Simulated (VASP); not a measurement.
A run of VASP 6.6.1 is set up as follows.

INCAR

```
PREC = Accurate
ENCUT = 520
EDIFF = 1E-6
ISMEAR = -1
SIGMA = 0.05
LREAL = F
LASPH = T
NELM = 60
ALGO = Normal
ISIF = 2
LWAVE = F
LCHARG = F
GGA = CA
NBANDS = 22
```

The input KPOINTS:

```
regular mesh
0
Gamma
  9 9 5
```

The input POSCAR:

```
HfC
1.0
    3.2746251489      0.0000000000      0.0000000000
   -1.6373125744      2.8359085668      0.0000000000
    0.0000000000      0.0000000000      5.0965063620
Hf C
2 2
Direct
    0.3333333333      0.6666666667      0.2500000000
    0.6666666667      0.3333333333      0.7500000000
    0.0000000000      0.0000000000      0.5000000000
    0.0000000000      0.0000000000      0.0000000000
```

Potentials or basis: VASP PAW LDA potentials, release 64 (Hf_pv, C).

Launch:

```console
$ cat potpaw_LDA.64/Hf_pv/POTCAR potpaw_LDA.64/C/POTCAR > POTCAR
$ mpirun -np 1 vasp_std > vasp.out
```

Predict the band gap on the k mesh.

zero (band 14 reaches 7.80 eV, above the bottom of band 15 at 6.71 eV).

Estimate the pressure.

2.7 GPa.

Stress tensor (GPa, compression positive):
```
1.86 0.00 0.00
0.00 1.86 0.00
0.00 0.00 4.38
```

Caveat: spin-orbit coupling is left out, which moves the levels of the heavy elements.
